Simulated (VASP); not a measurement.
# Sr2O (P6/mmm) in VASP: relaxation of cell and atoms with PBE

Aim: the relaxation of cell and atoms of Sr2O with PBE.

Program: VASP 6.6.1. These are calculated values, not measurements. Logs are shortened: lines on timing, memory, paths and dates and some standing lists are left out, and cuts for length are marked.

## Step 1: The cell of the first run

It takes space group P6/mmm (No. 191, hexagonal). Conventional cell: a = 4.684 Å, b = 4.684 Å, c = 4.471 Å, α = 90.00°, β = 90.00°, γ = 120.00°. Sr (site symmetry -6m2) has 3 Sr at 2.70 Å and 3 O at 2.70 Å within 3.6 Å. Within 3.6 Å of O (site symmetry 6/mmm) lie 6 Sr at 2.70 Å.

The cell was generated, and may not be a known phase.

## Step 2: Relaxation of cell and atoms, PBE

The input, INCAR:

```
SYSTEM = Sr2O
PREC     = Accurate       ! precision mode
ENCUT    = 1340           ! plane-wave cutoff, eV
EDIFF    = 1E-7           ! SCF threshold, eV
ISMEAR   = 0              ! smearing method
SIGMA    = 0.1            ! smearing width, eV
LREAL    = .False.        ! projectors in reciprocal space
LASPH    = .True.         ! aspherical terms in the spheres
NELM     = 120            ! most SCF steps
ALGO     = Normal         ! electronic algorithm
ISIF     = 3              ! what is computed and relaxed
LWAVE    = .False.        ! write WAVECAR
LCHARG   = .False.        ! write CHGCAR
GGA      = PE             ! functional
IBRION   = 2              ! ionic algorithm
NSW      = 90             ! ionic steps
EDIFFG   = -0.04          ! ionic threshold
GGA_COMPAT= .False.      
NELMIN   = 4
```

The input, KPOINTS:

```
Automatic mesh
0
Gamma
  6 6 4
  0 0 0
```

The input, POSCAR:

```
Sr2O
1.0
    4.6836647800      0.0000000000      0.0000000000
   -2.3418323900      4.0561726800      0.0000000000
    0.0000000000      0.0000000000      4.4706777000
Sr O
2 1
Direct
    0.3333333300      0.6666666700      0.0000000000
    0.6666666700      0.3333333300      0.0000000000
    0.0000000000      0.0000000000      0.0000000000
```

Potentials or basis: VASP PAW PBE potentials, release 64 (Sr_sv, O_h).

The run is started by

```
> cat potpaw_PBE.64/Sr_sv/POTCAR potpaw_PBE.64/O_h/POTCAR > POTCAR
> mpirun -np 1 vasp_std > vasp.out
```

OUTCAR:

```text
SYSTEM = Sr2O
   PREC = Accurate
   ENCUT = 1340
   EDIFF = 1E-7
   ISMEAR = 0
   LREAL = .False.
   LASPH = .True.
   NELM = 120
   ISIF = 3
   GGA = PE
   IBRION = 2
   NSW = 90
   EDIFFG = -0.04
   NELMIN = 4

 ion  position               nearest neighbor table
   1  0.333  0.667  0.000-   2 2.70   3 2.70   2 2.70   3 2.70   3 2.70   2 2.70
   2  0.667  0.333  0.000-   1 2.70   3 2.70   1 2.70   3 2.70   3 2.70   1 2.70
   3  0.000  0.000  0.000-   1 2.70   2 2.70   1 2.70   2 2.70   2 2.70   1 2.70

  LATTYP: Found a hexagonal cell.
 ALAT       =     4.6836647800
 C/A-ratio  =     0.9545255500

  Lattice vectors:

 A1 = (   4.6836647800,   0.0000000000,   0.0000000000)
 A2 = (  -2.3418323900,   4.0561726800,   0.0000000000)
 A3 = (   0.0000000000,   0.0000000000,   4.4706777000)

Analysis of symmetry for initial positions (statically):
=====================================================================
 Subroutine PRICEL returns:
 Original cell was already a primitive cell.

 Routine SETGRP: Setting up the symmetry group for a
 hexagonal supercell.

 Subroutine GETGRP returns: Found 24 space group operations
 (whereof 24 operations were pure point group operations)
 out of a pool of 24 trial point group operations.

The static configuration has the point symmetry D_6h.

Analysis of symmetry for dynamics (positions and initial velocities):
=====================================================================
 Subroutine PRICEL returns:
 Original cell was already a primitive cell.

 Routine SETGRP: Setting up the symmetry group for a
 hexagonal supercell.

 Subroutine GETGRP returns: Found 24 space group operations
 (whereof 24 operations were pure point group operations)
 out of a pool of 24 trial point group operations.

The dynamic configuration has the point symmetry D_6h.

 Subroutine INISYM returns: Found 24 space group operations
 (whereof 24 operations are pure point group operations),
 and found     1 'primitive' translations

----------------------------------------------------------------------------------------

                                     Primitive cell

  volume of cell :      84.9328

  direct lattice vectors                    reciprocal lattice vectors
     4.683664780  0.000000000  0.000000000     0.213508021  0.123268914  0.000000000
    -2.341832390  4.056172680  0.000000000     0.000000000  0.246537827  0.000000000
[... 71 lines left out ...]
   NGX,Y,Z   is equivalent  to a cutoff of  19.88, 19.88, 20.08 a.u.
   NGXF,Y,Z  is equivalent  to a cutoff of  39.75, 39.75, 40.16 a.u.
 SYSTEM =  Sr2O
   PREC   = accura    normal or accurate (medium, high low for compatibility)
   ISTART =      0    job   : 0-new  1-cont  2-samecut
   ICHARG =      2    charge: 1-file 2-atom 10-const
   ISPIN  =      1    spin polarized calculation?
   LNONCOLLINEAR =      F non collinear calculations
   LSORBIT =      F    spin-orbit coupling
   LASPH  =      T    aspherical Exc in radial PAW
   ENCUT  = 1340.0 eV  98.49 Ry    9.92 a.u.  13.98 13.98 13.34*2*pi/ulx,y,z
   NELM   =    120;   NELMIN=  4; NELMDL= -5     # of ELM steps
   EDIFF  = 0.1E-06   stopping-criterion for ELM
   LREAL  =      F    real-space projection
   EDIFFG = -.4E-01   stopping-criterion for IOM
   NSW    =     90    number of steps for IOM
   IBRION =      2    ionic relax: 0-MD 1-quasi-New 2-CG
   NFREE  =      1    steps in history (QN), initial steepest desc. (CG)
   ISIF   =      3    stress and relaxation
   ISYM   =      2    0-nonsym 1-usesym 2-fastsym
   POTIM  = 0.5000    time-step for ionic-motion
   TEBEG  =    0.0;   TEEND  =   0.0 temperature during run
   PSTRESS=    0.0 pullay stress
   NELECT =      26.0000    total number of electrons
   NUPDOWN=      -1.0000    fix difference up-down
   EMIN   =  10.00;   EMAX   =-10.00  energy-range for DOS
   EFERMI =   0.00;   METHOD = LEGACY
   ISMEAR =     0;   SIGMA  =   0.10  broadening in eV -4-tet -1-fermi 0-gaus
   EFERMI_NEDOS =   21; number of points for ismear=-14 and -15
   IALGO  =     38    algorithm
   IMIX   =      4    mixing-type and parameters
     AMIX     =   0.40;   BMIX     =  1.00
     AMIX_MAG =   1.60;   BMIX_MAG =  1.00
  volume/ion in A,a.u.               =      28.31       191.05
  Fermi-wavevector in a.u.,A,eV,Ry     =   1.103335  2.085001 16.563028  1.217348
  Thomas-Fermi vector in A             =   2.239792
   LORBIT       =      0    0 simple, 1 ext, 2 COOP (PROOUT), +10 PAW based schemes
   GGA     = PE    functional components
   LHFCALC =     F    Hartree Fock is set to
   AEXX    =    0.0000 exact exchange contribution
   IVDW    =     0    specifies the selected vdW correction
   LEPSILON=     F    determine dielectric tensor
   LRPA    =     F    only Hartree local field effects (RPA)
 conjugate gradient relaxation of ions
 non-spin polarized calculation
 Gauss-broadening in eV      SIGMA  =   0.10
  energy-cutoff  :     1340.00
  volume of cell :       84.93
 maximum number of plane-waves:      9489
 NGX is ok and might be reduce to    56
   NGX = 27   NGY = 27   NGZ = 27

--------------------------------------- Ionic step        1  -------------------------------------------

 number of electron      26.0000000 magnetization

 Free energy of the ion-electron system (eV)
  ---------------------------------------------------
  ext. energy  EPLUGINS =         0.00000000
  ---------------------------------------------------
  free energy    TOTEN  =        -8.27265821 eV

  energy without entropy =       -8.26274244  energy(sigma->0) =       -8.26770033

------------------------ aborting loop because EDIFF is reached ----------------------------------------

  FORCE on cell =-STRESS in cart. coord.  units (eV):
  Direction    XX          YY          ZZ          XY          YZ          ZX
  --------------------------------------------------------------------------------------
  -------------------------------------------------------------------------------------
  Total        3.3522091      3.3522091     -2.0709616      0.0000000     -0.0000000      0.0000000
  in kB       63.2362462     63.2362461    -39.0667276      0.0000000     -0.0000000      0.0000000
  external PRESSURE =      29.1352549 kB  Pullay stress =       0.0000000 kB
[... 246 lines left out ...]
--------------------------------------- Ionic step        8  -------------------------------------------

 number of electron      26.0000001 magnetization

 Free energy of the ion-electron system (eV)
  ---------------------------------------------------
  ext. energy  EPLUGINS =         0.00000000
  ---------------------------------------------------
  free energy    TOTEN  =        -8.55716598 eV

  energy without entropy =       -8.54454420  energy(sigma->0) =       -8.55085509

 E-fermi :   2.9821     XC(G=0):  -8.5630

 val. band max:        2.9254931363   @ k =   0.1667   0.1667   0.5000
 cond. band min:       2.9996945518   @ k =   0.3333   0.1667   0.0000
 fundamental gap:      0.0742014154
 Fermi energy:         2.9821055606

 k-point     1 :       0.0000    0.0000    0.0000
  band No.  band energies     occupation
      1     -34.6158      2.00000
      2     -33.9490      2.00000
      3     -17.3845      2.00000
      4     -17.3845      2.00000
      5     -16.2682      2.00000
      6     -15.6816      2.00000
[... 439 lines left out ...]
  FREE ENERGIE OF THE ION-ELECTRON SYSTEM (eV)
  ---------------------------------------------------
  free  energy   TOTEN  =        -8.5571659771 eV

  energy  without entropy=       -8.5445442002  energy(sigma->0) =       -8.55085509

 reached required accuracy - stopping structural energy minimisation
```

OSZICAR:

```text
N       E                     dE             d eps       ncg     rms          rms(c)
DAV:   1     0.255328746796E+03    0.25533E+03   -0.21120E+04   714   0.286E+03
DAV:   2     0.236715883655E+02   -0.23166E+03   -0.22828E+03   784   0.427E+02
DAV:   3    -0.942459204102E+01   -0.33096E+02   -0.32809E+02  1256   0.110E+02
[... 95 lines left out ...]
DAV:   5    -0.855697873275E+01   -0.30430E-03   -0.75720E-04  1197   0.138E-01    0.172E-01
DAV:   6    -0.855716506061E+01   -0.18633E-03   -0.90783E-04  1262   0.163E-01    0.241E-02
DAV:   7    -0.855716535701E+01   -0.29640E-06   -0.23687E-05   933   0.313E-02    0.117E-02
DAV:   8    -0.855716651462E+01   -0.11576E-05   -0.16123E-06  1101   0.117E-02    0.260E-03
DAV:   9    -0.855716602784E+01    0.48678E-06   -0.15463E-07   615   0.319E-03    0.117E-03
DAV:  10    -0.855716597715E+01    0.50688E-07   -0.46489E-08   450   0.136E-03
   8 F= -.85571660E+01 E0= -.85508551E+01  d E =-.274731E-02
```

It took 9.2 min on 1 thread of Intel Xeon Platinum 8488C (Sapphire Rapids), shared host; peak memory 0.56 GiB.

Results:

| Item | Value |
| --- | --- |
| Free energy | -8.5572 eV |
| Relaxed volume | 28.46 Å³/atom |
| Relaxed cell | a = 4.944 Å, b = 4.944 Å, c = 4.034 Å, α = 90.00°, β = 90.00°, γ = 120.00° |
| Space group after relaxing (to 0.1 Å) | P6/mmm (No. 191) |
| Energy gained by relaxing | 94.8 meV/atom |
| Ionic steps | 8 |
| Pressure after relaxing | -0.1 GPa |
| Band gap on the k mesh | zero (bands 13 and 14 overlap by 0.77 eV) |

Step by step:
```csv
step,energy change (eV),largest force (eV/Å),pressure (GPa),volume (Å³)
1,0.0000,0.0000,2.91,84.93
2,-0.2248,0.0000,-0.83,91.19
3,-0.2336,0.0000,-1.39,93.05
4,-0.2336,0.0000,-1.36,92.83
5,-0.2671,0.0000,-0.95,89.86
6,-0.2816,0.0000,-0.46,86.92
7,-0.2818,0.0000,-0.38,86.49
8,-0.2845,0.0000,-0.05,85.39
```

Final structure:
```cif
data_structure
_symmetry_space_group_name_H-M 'P 1'
_symmetry_Int_Tables_number 1
_cell_length_a 4.9437
_cell_length_b 4.9437
_cell_length_c 4.0343
_cell_angle_alpha 90.000
_cell_angle_beta 90.000
_cell_angle_gamma 120.000
_cell_volume 85.39
loop_
_atom_site_label
_atom_site_type_symbol
_atom_site_fract_x
_atom_site_fract_y
_atom_site_fract_z
_atom_site_occupancy
Sr1 Sr 0.33333 0.66667 0.00000 1
Sr2 Sr 0.66667 0.33333 0.00000 1
O1 O 0.00000 0.00000 0.00000 1
```

Caveat: semilocal functionals underestimate gaps, and a narrow one can read as zero.

The gap in the log of VASP goes by the Fermi energy; the results here count the filled bands.